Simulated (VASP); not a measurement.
Crystal: TlO2.

```
Tl O
1.0
     4.33563    0.00000    0.00000
    -2.16781    3.75477    0.00000
     0.00000    0.00000    3.03228
Tl O
1 2
Direct
  0.00000 0.00000 0.00000
  0.33333 0.66667 0.42000
  0.66667 0.33333 0.58000
```

The cell was built from a structure type or drawn by symmetry, and may not be a known phase.

* Program: VASP 6.6.1
* Task: relaxation of cell and atoms
* Functional: PBE
* Potentials or basis: VASP PAW PBE potentials, release 64 (Tl_d, O_h)
* Cutoff: 910 eV
* k mesh: 6 × 6 × 6
* Occupations: gaussian, width 0.1 eV
* Spin: no spin polarisation

At the start: pressure -12.6 GPa; volume 16.45 Å³/atom.

Question: How do energy, volume and symmetry change on relaxing?

Answer: Over 15 steps the energy falls by 842.0 meV/atom and the volume is 13.28 Å³/atom (-19.3 %); space group P-3m1 (No. 164, to 0.1 Å) before and after.

The path:
```
step  energy change (eV)  largest force (eV/Å)  pressure (GPa)  volume (Å³)
   1              0.0000                0.2931          -12.58        49.36
   2             -1.1500                0.7162           -6.16        40.49
   3             -1.3215                0.9926            1.59        37.45
   4             -1.3270                1.0817            4.53        36.64
   5             -1.5196                1.3145            2.16        37.34
   6             -2.1347                1.6045           -3.91        39.10
   7             -1.3731                1.2561            4.43        41.27
   8             -2.3937                0.9373           -3.51        39.66
   9             -2.4440                0.3693            8.21        38.01
  10             -2.4771                0.1654            3.17        38.63
  11             -2.5246                0.0017           -0.65        40.05
  12             -2.5246                0.0051           -0.76        40.08
  13             -2.5253                0.0719            0.58        39.68
  14             -2.5256                0.0488            0.11        39.82
  15             -2.5259                0.0221           -0.05        39.83
```

Final structure:
```
Tl O
1.0
     3.54746    0.00000    0.00000
    -1.77373    3.07219    0.00000
     0.00000    0.00000    3.65474
Tl O
1 2
Direct
  0.00000 0.00000 0.00000
  0.33333 0.66667 0.27315
  0.66667 0.33333 0.72685
```

Caveat: the cutoff is under 1.25 times the usual one of these potentials, so pressure, stress and relaxed cells hold a basis-set (Pulay) error; the volume moved by over 15 % at a fixed basis, so the end points are rough; an odd number of electrons without spin polarisation forces a metal; a magnetic or distorted state may lie lower.
